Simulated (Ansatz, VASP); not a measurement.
# Li2Cl3: VASP beside Ansatz

```
Li Cl
1.0
     1.89113    1.09185    7.97654
    -1.89113    1.09185    7.97654
     0.00000   -2.18369    7.97654
Li Cl
2 3
Direct
  0.40060 0.40060 0.40060
  0.59940 0.59940 0.59940
  0.00000 0.00000 0.00000
  0.22314 0.22314 0.22314
  0.77686 0.77686 0.77686
```

Alike in both runs: functional PBE; k mesh 6 × 6 × 6; occupations gaussian, width 0.1 eV; no spin polarisation.

Ansatz relaxed the structure, and its values are those at the end. VASP's run is a single point on that final structure, the one shown.

|  | VASP | Ansatz |
| --- | --- | --- |
| version | VASP 6.6.1 | Ansatz 0.2.0 |
| potentials or method | VASP PAW PBE potentials, release 64 (Li_sv, Cl), cutoff 520 eV | scalar-relativistic, plane waves, PAW |
| valence electrons in the cell | 27 | 27 |

|  | VASP | Ansatz | Ansatz less VASP |
| --- | --- | --- | --- |
| gap on the k mesh at the Fermi level (eV) | none | none | - |
| rms of the force components (eV/Å) | 0.006 | 0.007 | +0.0001 |

A gap of «none» marks a metal or a gap that the smearing closes.

Noted on VASP's run: the cutoff is short for stress, so the pressure is rough.
